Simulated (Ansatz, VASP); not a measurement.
**SnGe3Te4 in VASP and in Ansatz**

```xyz
8
Lattice="-3.0610 3.0610 6.1139 3.0610 -3.0610 6.1139 3.0610 3.0610 -6.1139" Properties=species:S:1:pos:R:3 pbc="T T T"
Sn    0.0000    0.0000    6.1139
Ge    3.0610    0.0000    3.0570
Ge    0.0000    0.0000    0.0000
Ge    0.0000    3.0610    3.0570
Te    3.0610    0.0000    0.0000
Te    0.0000    0.0000    9.2533
Te    0.0000    3.0610    0.0000
Te    0.0000    0.0000    2.9746
```

Alike in both runs: task single point; functional PBE; k mesh 4 × 4 × 4; occupations gaussian, width 0.1 eV; no spin polarisation.

|  | VASP | Ansatz |
| --- | --- | --- |
| version | VASP 6.6.1 | Ansatz 0.2.0 |
| potentials or method | VASP PAW PBE potentials, release 64 (Sn_d, Ge_d, Te), cutoff 520 eV | scalar-relativistic, plane waves, PAW |
| valence electrons in the cell | 80 | 120 |

```csv
,VASP,Ansatz,Ansatz less VASP
gap on the k mesh at the Fermi level (eV),none,none,-
pressure (GPa),-0.1,-0.1,+0.03
"traceless stress, the component that is largest in VASP (GPa)",-0.13,-0.13,-0.002
```

A gap of «none» marks a metal or a gap that the smearing closes. VASP's potentials hold 80 valence electrons a cell and Ansatz's 120, so a difference there can come from the potentials and not from the codes.

The k mesh is coarse, so the values compare programs but aren't converged. Neither program's run includes spin-orbit coupling.
